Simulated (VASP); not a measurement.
# Sc2SbAs (P6/mmm) in VASP: further runs

The runs below take Sc2SbAs through single point, with PBE.

Program: VASP 6.6.1. These are calculated values, not measurements. Logs are shortened: lines on timing, memory, paths and dates and some standing lists are left out, and cuts for length are marked.

### Step 1. The cell of the first run

It takes space group P6/mmm (No. 191, hexagonal). Conventional cell: a = 4.733 Å, b = 4.733 Å, c = 5.451 Å, α = 90.00°, β = 90.00°, γ = 120.00°. Within 3.6 Å of Sc (site symmetry -6m2) lie 3 Sc at 2.73 Å and 3 As at 2.73 Å. Within 3.6 Å of Sb (site symmetry 6/mmm) lie 2 As at 2.73 Å. As (site symmetry 6/mmm) has 2 Sb at 2.73 Å and 6 Sc at 2.73 Å within 3.6 Å.

The cell was generated, and may not be a known phase.

### Step 2. Single point, PBE

Input file INCAR:

```
SYSTEM = Sc2SbAs
ALGO = Normal ; EDIFF = 1E-6
ENCUT = 520 ; GGA = PE
ISIF = 2 ; ISMEAR = 0
LASPH = .True. ; LCHARG = .True.
LELF = .True. ; LREAL = .False.
LVHAR = .True. ; LWAVE = .False.
NBANDS = 24 ; NELM = 80
PREC = Accurate ; SIGMA = 0.1
```

Input file KPOINTS:

```
k-points
0
Gamma
  6 6 4
  0 0 0
```

Input file POSCAR:

```
Sc2SbAs
1.0
    4.7329342700      0.0000000000      0.0000000000
   -2.3664671400      4.0988413100      0.0000000000
    0.0000000000      0.0000000000      5.4508565800
Sc Sb As
2 1 1
Direct
    0.3333333300      0.6666666700      0.5000000000
    0.6666666700      0.3333333300      0.5000000000
    0.0000000000      0.0000000000      0.0000000000
    0.0000000000      0.0000000000      0.5000000000
```

Potentials or basis: VASP PAW PBE potentials, release 64 (Sc_sv, Sb, As).

On the command line:

```
$ cat potpaw_PBE.64/Sc_sv/POTCAR potpaw_PBE.64/Sb/POTCAR potpaw_PBE.64/As/POTCAR > POTCAR
$ mpirun -np 1 vasp_std > vasp.out
```

OUTCAR:

```text
SYSTEM = Sc2SbAs
   EDIFF = 1E-6
   ENCUT = 520
   GGA = PE
   ISIF = 2
   ISMEAR = 0
   LASPH = .True.
   LREAL = .False.
   NELM = 80
   PREC = Accurate

 ion  position               nearest neighbor table
   1  0.333  0.667  0.500-   2 2.73   2 2.73   4 2.73   4 2.73   4 2.73   2 2.73
   2  0.667  0.333  0.500-   1 2.73   1 2.73   4 2.73   4 2.73   4 2.73   1 2.73
   3  0.000  0.000  0.000-   4 2.73   4 2.73
   4  0.000  0.000  0.500-   3 2.73   3 2.73   1 2.73   2 2.73   2 2.73   1 2.73   2 2.73   1 2.73

  LATTYP: Found a hexagonal cell.
 ALAT       =     4.7329342700
 C/A-ratio  =     1.1516865160

  Lattice vectors:

 A1 = (   4.7329342700,   0.0000000000,   0.0000000000)
 A2 = (  -2.3664671400,   4.0988413100,   0.0000000000)
 A3 = (   0.0000000000,   0.0000000000,   5.4508565800)

Analysis of symmetry for initial positions (statically):
=====================================================================
 Subroutine PRICEL returns:
 Original cell was already a primitive cell.

 Routine SETGRP: Setting up the symmetry group for a
 hexagonal supercell.

 Subroutine GETGRP returns: Found 24 space group operations
 (whereof 24 operations were pure point group operations)
 out of a pool of 24 trial point group operations.

The static configuration has the point symmetry D_6h.

Analysis of symmetry for dynamics (positions and initial velocities):
=====================================================================
 Subroutine PRICEL returns:
 Original cell was already a primitive cell.

 Routine SETGRP: Setting up the symmetry group for a
 hexagonal supercell.

 Subroutine GETGRP returns: Found 24 space group operations
 (whereof 24 operations were pure point group operations)
 out of a pool of 24 trial point group operations.

The dynamic configuration has the point symmetry D_6h.

 Subroutine INISYM returns: Found 24 space group operations
 (whereof 24 operations are pure point group operations),
 and found     1 'primitive' translations

----------------------------------------------------------------------------------------

                                     Primitive cell

  volume of cell :     105.7441

  direct lattice vectors                    reciprocal lattice vectors
     4.732934270  0.000000000  0.000000000     0.211285419  0.121985694  0.000000000
    -2.366467140  4.098841310  0.000000000     0.000000000  0.243971387  0.000000000
     0.000000000  0.000000000  5.450856580     0.000000000  0.000000000  0.183457404

  length of vectors
     4.732934270  4.732934271  5.450856580     0.243971387  0.243971387  0.183457404

  position of ions in fractional coordinates (direct lattice)
     0.333333330  0.666666670  0.500000000
     0.666666670  0.333333330  0.500000000
     0.000000000  0.000000000  0.000000000
     0.000000000  0.000000000  0.500000000

  ion indices of the primitive-cell ions
   primitive index   ion index
                 1           1
                 2           2
                 3           3
                 4           4

----------------------------------------------------------------------------------------

 KPOINTS: k-points

Automatic generation of k-mesh.
 Grid dimensions read from file:
 generate k-points for:    6    6    4

 Generating k-lattice:

  Cartesian coordinates                     Fractional coordinates (reciprocal lattice)
     0.035214236  0.020330949  0.000000000     0.166666667 -0.000000000  0.000000000
     0.000000000  0.040661898  0.000000000     0.000000000  0.166666667  0.000000000
     0.000000000  0.000000000  0.045864351     0.000000000  0.000000000  0.250000000

  Length of vectors
     0.040661898  0.040661898  0.045864351

  Shift w.r.t. Gamma in fractional coordinates (k-lattice)
     0.000000000  0.000000000  0.000000000

 Subroutine IBZKPT returns following result:
 ===========================================

 Found     21 irreducible k-points:

 Following reciprocal coordinates:
            Coordinates               Weight
  0.000000  0.000000  0.000000      1.000000
  0.166667  0.000000  0.000000      6.000000
  0.333333  0.000000  0.000000      6.000000
  0.500000  0.000000  0.000000      3.000000
  0.166667  0.166667  0.000000      6.000000
  0.333333  0.166667  0.000000     12.000000
[... 13 lines left out ...]
  0.333333  0.166667  0.500000     12.000000
  0.333333  0.333333  0.500000      2.000000
   k-points           NKPTS =     21   k-points in BZ     NKDIM =     21   number of bands    NBANDS=     24
   number of dos      NEDOS =    301   number of ions     NIONS =      4
   total plane-waves  NPLWV =  54432
   dimension x,y,z NGX =    36 NGY =   36 NGZ =   42
   dimension x,y,z NGXF=    72 NGYF=   72 NGZF=   84
   ions per type =               2   1   1
   NGX,Y,Z   is equivalent  to a cutoff of  12.65, 12.65, 12.81 a.u.
   NGXF,Y,Z  is equivalent  to a cutoff of  25.29, 25.29, 25.62 a.u.
 SYSTEM =  Sc2SbAs
   PREC   = accura    normal or accurate (medium, high low for compatibility)
   ISTART =      0    job   : 0-new  1-cont  2-samecut
   ICHARG =      2    charge: 1-file 2-atom 10-const
   ISPIN  =      1    spin polarized calculation?
   LNONCOLLINEAR =      F non collinear calculations
   LSORBIT =      F    spin-orbit coupling
   LASPH  =      T    aspherical Exc in radial PAW
   ENCUT  =  520.0 eV  38.22 Ry    6.18 a.u.   8.80  8.80 10.13*2*pi/ulx,y,z
   NELM   =     80;   NELMIN=  2; NELMDL= -5     # of ELM steps
   EDIFF  = 0.1E-05   stopping-criterion for ELM
   LREAL  =      F    real-space projection
[... 7 lines left out ...]
   TEBEG  =    0.0;   TEEND  =   0.0 temperature during run
   PSTRESS=    0.0 pullay stress
   NELECT =      32.0000    total number of electrons
   NUPDOWN=      -1.0000    fix difference up-down
   EMIN   =  10.00;   EMAX   =-10.00  energy-range for DOS
   EFERMI =   0.00;   METHOD = LEGACY
   ISMEAR =     0;   SIGMA  =   0.10  broadening in eV -4-tet -1-fermi 0-gaus
   EFERMI_NEDOS =   21; number of points for ismear=-14 and -15
   IALGO  =     38    algorithm
   IMIX   =      4    mixing-type and parameters
     AMIX     =   0.40;   BMIX     =  1.00
     AMIX_MAG =   1.60;   BMIX_MAG =  1.00
  volume/ion in A,a.u.               =      26.44       178.40
  Fermi-wavevector in a.u.,A,eV,Ry     =   1.099105  2.077008 16.436285  1.208033
  Thomas-Fermi vector in A             =   2.235494
   LORBIT       =      0    0 simple, 1 ext, 2 COOP (PROOUT), +10 PAW based schemes
   GGA     = PE    functional components
   LHFCALC =     F    Hartree Fock is set to
   AEXX    =    0.0000 exact exchange contribution
   IVDW    =     0    specifies the selected vdW correction
   LEPSILON=     F    determine dielectric tensor
   LRPA    =     F    only Hartree local field effects (RPA)
 non-spin polarized calculation
 Gauss-broadening in eV      SIGMA  =   0.10
  energy-cutoff  :      520.00
  volume of cell :      105.74
 maximum number of plane-waves:      2895
 NGX is ok and might be reduce to    36
   NGX = 17   NGY = 17   NGZ = 21

 number of electron      32.0000002 magnetization

 Free energy of the ion-electron system (eV)
  ---------------------------------------------------
  ext. energy  EPLUGINS =         0.00000000
  ---------------------------------------------------
  free energy    TOTEN  =       -20.53460287 eV

  energy without entropy =      -20.50753353  energy(sigma->0) =      -20.52106820

 E-fermi :   4.8465     XC(G=0):  -9.3637

 val. band max:        4.8417921706   @ k =   0.3333   0.3333   0.0000
 cond. band min:       4.8519824720   @ k =   0.3333   0.3333   0.2500
 fundamental gap:      0.0101903014
 Fermi energy:         4.8464970831

 k-point     1 :       0.0000    0.0000    0.0000
  band No.  band energies     occupation
      1     -44.9455      2.00000
      2     -44.7171      2.00000
      3     -23.8517      2.00000
      4     -23.8516      2.00000
      5     -23.7047      2.00000
      6     -23.5171      2.00000
[... 16 lines left out ...]
     23       6.7536      0.00000
     24       7.1030      0.00000

 k-point     2 :       0.1667    0.0000    0.0000
  band No.  band energies     occupation
      1     -44.9322      2.00000
      2     -44.7307      2.00000
      3     -23.8720      2.00000
      4     -23.8249      2.00000
      5     -23.6935      2.00000
      6     -23.5282      2.00000
[... 16 lines left out ...]
     23       7.0823      0.00000
     24       7.1980      0.00000

 k-point     3 :       0.3333    0.0000    0.0000
  band No.  band energies     occupation
      1     -44.8978      2.00000
      2     -44.7658      2.00000
      3     -23.9093      2.00000
      4     -23.7623      2.00000
      5     -23.6648      2.00000
      6     -23.5567      2.00000
[... 16 lines left out ...]
     23       7.5877      0.00000
     24       7.6254      0.00000

 k-point     4 :       0.5000    0.0000    0.0000
  band No.  band energies     occupation
      1     -44.8701      2.00000
      2     -44.7938      2.00000
      3     -23.9266      2.00000
      4     -23.7231      2.00000
      5     -23.6418      2.00000
      6     -23.5797      2.00000
[... 16 lines left out ...]
     23       7.6426      0.00000
     24       7.8610      0.00000

 k-point     5 :       0.1667    0.1667    0.0000
  band No.  band energies     occupation
      1     -44.9079      2.00000
      2     -44.7555      2.00000
      3     -23.9095      2.00000
      4     -23.7659      2.00000
      5     -23.6732      2.00000
      6     -23.5484      2.00000
[... 16 lines left out ...]
     23       7.5266      0.00000
     24       7.5331      0.00000

 k-point     6 :       0.3333    0.1667    0.0000
  band No.  band energies     occupation
      1     -44.8701      2.00000
      2     -44.7939      2.00000
      3     -23.9473      2.00000
      4     -23.6770      2.00000
      5     -23.6419      2.00000
      6     -23.5796      2.00000
[... 16 lines left out ...]
     23       7.6597      0.00000
     24       7.8894      0.00000
[... 298 lines left out ...]
 k-point    18 :       0.5000    0.0000    0.5000
  band No.  band energies     occupation
      1     -44.8701      2.00000
      2     -44.7938      2.00000
      3     -23.9265      2.00000
      4     -23.7230      2.00000
      5     -23.6423      2.00000
      6     -23.5800      2.00000
[... 16 lines left out ...]
     23       7.1511      0.00000
     24       7.2897      0.00000

 k-point    19 :       0.1667    0.1667    0.5000
  band No.  band energies     occupation
      1     -44.9079      2.00000
      2     -44.7555      2.00000
      3     -23.9095      2.00000
      4     -23.7658      2.00000
      5     -23.6738      2.00000
      6     -23.5486      2.00000
[... 16 lines left out ...]
     23       7.4352      0.00000
     24       7.5055      0.00000

 k-point    20 :       0.3333    0.1667    0.5000
  band No.  band energies     occupation
      1     -44.8701      2.00000
      2     -44.7939      2.00000
      3     -23.9473      2.00000
      4     -23.6769      2.00000
      5     -23.6424      2.00000
      6     -23.5799      2.00000
[... 16 lines left out ...]
     23       6.8866      0.00000
     24       7.2454      0.00000

 k-point    21 :       0.3333    0.3333    0.5000
  band No.  band energies     occupation
      1     -44.8320      2.00000
      2     -44.8320      2.00000
      3     -23.9721      2.00000
      4     -23.6111      2.00000
      5     -23.6111      2.00000
      6     -23.5309      2.00000
[... 16 lines left out ...]
     23       6.7846      0.00000
     24       6.7846      0.00000

------------------------ aborting loop because EDIFF is reached ----------------------------------------

  FORCE on cell =-STRESS in cart. coord.  units (eV):
  Direction    XX          YY          ZZ          XY          YZ          ZX
  --------------------------------------------------------------------------------------
  -------------------------------------------------------------------------------------
  Total        2.3557662      2.3557662      3.7606634     -0.0000000     -0.0000000     -0.0000000
  in kB       35.6932786     35.6932785     56.9795100     -0.0000000     -0.0000000     -0.0000000
  external PRESSURE =      42.7886890 kB  Pullay stress =       0.0000000 kB

 VOLUME and BASIS-vectors are now :
 -----------------------------------------------------------------------------
  energy-cutoff  :      520.00
  volume of cell :      105.74
      direct lattice vectors                 reciprocal lattice vectors
     4.732934270  0.000000000  0.000000000     0.211285419  0.121985694  0.000000000
    -2.366467140  4.098841310  0.000000000     0.000000000  0.243971387  0.000000000
     0.000000000  0.000000000  5.450856580     0.000000000  0.000000000  0.183457404

 POSITION                                       TOTAL-FORCE (eV/Angst)
 -----------------------------------------------------------------------------------
     -0.00000      2.73256      2.72543         0.000000      0.000000      0.000000
      2.36647      1.36628      2.72543        -0.000000     -0.000000     -0.000000
      0.00000      0.00000      0.00000         0.000000      0.000000      0.000000
      0.00000      0.00000      2.72543         0.000000      0.000000      0.000000
 -----------------------------------------------------------------------------------
    total drift:                               -0.000000      0.000000      0.000000

  FREE ENERGIE OF THE ION-ELECTRON SYSTEM (eV)
  ---------------------------------------------------
  free  energy   TOTEN  =       -20.5346028702 eV

  energy  without entropy=      -20.5075335287  energy(sigma->0) =      -20.52106820
```

Run time: 49 s. Hardware: 1 thread of Intel Xeon Platinum 8488C (Sapphire Rapids), shared host; peak memory 0.25 GiB.

What came out:

| Quantity | Value |
| --- | --- |
| Free energy | -20.5346 eV |
| Pressure | 4.3 GPa |
| Band gap on the k mesh | zero (bands 16 and 17 overlap by 0.64 eV) |

Stress tensor (GPa, compression positive):
```
3.57 0.00 0.00
0.00 3.57 0.00
0.00 0.00 5.70
```

Caveat: the cell stands under pressure; spin-orbit coupling is left out, which moves the levels of the heavy elements.

### Step 3. Single point, PBE

This run uses another cell than the first one, of 28.65 Å³/atom.

Input file INCAR:

```
SYSTEM = Sc2SbAs
ALGO = Normal ; EDIFF = 1E-6
ENCUT = 520 ; GGA = PE
ISIF = 2 ; ISMEAR = 0
LASPH = .True. ; LCHARG = .False.
LREAL = .False. ; LWAVE = .False.
NBANDS = 24 ; NELM = 60
PREC = Accurate ; SIGMA = 0.1
```

KPOINTS is that of step 2.

Input file POSCAR:

```
Sc2SbAs
1.0
    4.8298332455      0.0000000029      0.0000000000
   -2.4149166253      4.1827582852      0.0000000000
    0.0000000000      0.0000000000      5.6721230099
Sc Sb As
2 1 1
Direct
    0.3333333333      0.6666666667      0.5000000000
    0.6666666667      0.3333333333      0.5000000000
    0.0000000000      0.0000000000      0.0000000000
    0.0000000000      0.0000000000      0.5000000000
```

Potentials or basis: VASP PAW PBE potentials, release 64 (Sc_sv, Sb, As).

On the command line:

```
$ cat potpaw_PBE.64/Sc_sv/POTCAR potpaw_PBE.64/Sb/POTCAR potpaw_PBE.64/As/POTCAR > POTCAR
$ mpirun -np 1 vasp_std > vasp.out
```

It took 51 s on 1 thread of Intel Xeon Platinum 8488C (Sapphire Rapids), shared host; peak memory 0.25 GiB.

Results (log left out):

```yaml
Free_energy: -20.6531 eV
Pressure: 0.0 GPa
Band_gap_on_the_k_mesh: zero (bands 16 and 17 overlap by 0.62 eV)
```

Stress tensor (GPa, compression positive):
```
 0.04  0.00  0.00
 0.00  0.04  0.00
 0.00  0.00 -0.16
```

Levels at points of the mesh, in eV from the Fermi level:
| k point | band 14 | band 15 | band 16 | band 17 | band 18 | band 19 |
| --- | --- | --- | --- | --- | --- | --- |
| (0.00, 0.00, 0.00) | -0.11 | 0.41 | 0.41 | 0.68 | 0.68 | 0.77 |
| (0.50, 0.00, 0.00) | -1.57 | -0.91 | -0.24 | -0.21 | 0.60 | 1.13 |
| (0.00, 0.00, 0.50) | -0.49 | -0.38 | -0.38 | 0.29 | 0.29 | 0.55 |
| (0.50, 0.00, 0.50) | -1.48 | -1.00 | -0.96 | 0.34 | 0.45 | 0.96 |

Caveat: spin-orbit coupling is left out, which moves the levels of the heavy elements.

The gap in the log of VASP goes by the Fermi energy; the results here count the filled bands.